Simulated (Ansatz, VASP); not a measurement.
## Two plane-wave programs on PbF2

```
CELL_PARAMETERS angstrom
0.00000 2.96366 2.96366
2.96366 0.00000 2.96366
2.96366 2.96366 0.00000
ATOMIC_POSITIONS crystal
Pb 0.00000 0.00000 0.00000
F 0.75000 0.75000 0.75000
F 0.25000 0.25000 0.25000
```

Alike in both runs: task relaxation of cell and atoms; functional PBE; k mesh 8 × 8 × 8; occupations fermi-dirac, width 0.05 eV; no spin polarisation.

|  | VASP | Ansatz |
| --- | --- | --- |
| version | VASP 6.6.1 | Ansatz 0.2.0 |
| potentials or method | VASP PAW PBE potentials, release 64 (Pb_d, F) | Ansatz PAW |
| plane-wave cutoff (eV) | 600 | 420 |
| valence electrons in the cell | 28 | 28 |

|  | VASP | Ansatz | Ansatz less VASP |
| --- | --- | --- | --- |
| relaxed volume (Å³/atom) | 17.95 | 18.00 | +0.051 |
| relaxed length of the cell vector where the two differ most in proportion (Å) | 4.239 | 4.243 | +0.0040 |

Neither program's run includes spin-orbit coupling. Noted on Ansatz's run: the plane-wave basis is chosen anew once the cell has moved, so the energies of steps on either side of that aren't comparable.
